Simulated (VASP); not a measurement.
A run of VASP 6.6.1 is set up as follows.

INCAR

```
SYSTEM = ErAlS2
PREC = Accurate
ENCUT = 500
EDIFF = 1E-6
ISMEAR = 0
SIGMA = 0.1
LREAL = .False.
LASPH = .True.
NELM = 200
ALGO = Normal
ISIF = 2
LWAVE = .False.
LCHARG = .True.
GGA = PE
LELF = .True.
LVHAR = .True.
NBANDS = 20
GGA_COMPAT = .False.
LMAXMIX = 6
```

File KPOINTS:

```
regular mesh
0
Gamma
  6 6 2
  0 0 0
```

File POSCAR:

```
ErAlS2
1.0
    3.9043874234      0.0000000000      0.0000000000
   -1.9521937117      3.3812986949      0.0000000000
    0.0000000000      0.0000000000      9.2395760339
Er Al S
1 1 2
Direct
    0.0000000000      0.0000000000      0.5000000000
    0.0000000000      0.0000000000      0.0000000000
    0.0000000000      0.0000000000      0.2261469516
    0.0000000000      0.0000000000      0.7738530484
```

Potentials or basis: VASP PAW PBE potentials, release 64 (Er_3, Al, S), 4f in core.

Launch:

```sh
$ cat potpaw_PBE.64/Er_3/POTCAR potpaw_PBE.64/Al/POTCAR potpaw_PBE.64/S/POTCAR > POTCAR
$ mpirun -np 1 vasp_std > vasp.out
```

Q: Predict the pressure.

A: 0.3 GPa.

Q: Predict the band gap on the k mesh.

A: Zero (bands 12 and 13 overlap by 0.99 eV).

Q: Predict the largest force.

A: 0.112 eV/Å.

Forces on the atoms (eV/Å):
```
Er   0.000  0.000  0.000
Al   0.000  0.000  0.000
S    0.000  0.000 -0.112
S    0.000  0.000  0.112
```

Caveat: spin-orbit coupling is left out, which moves the levels of the heavy elements; the 4f electrons are frozen in the core, so they carry no moment and show no levels; the run has no spin polarisation, though such a crystal can be magnetic. Spin polarisation is off, so any magnetic state and its effect on volume and gap are missing.
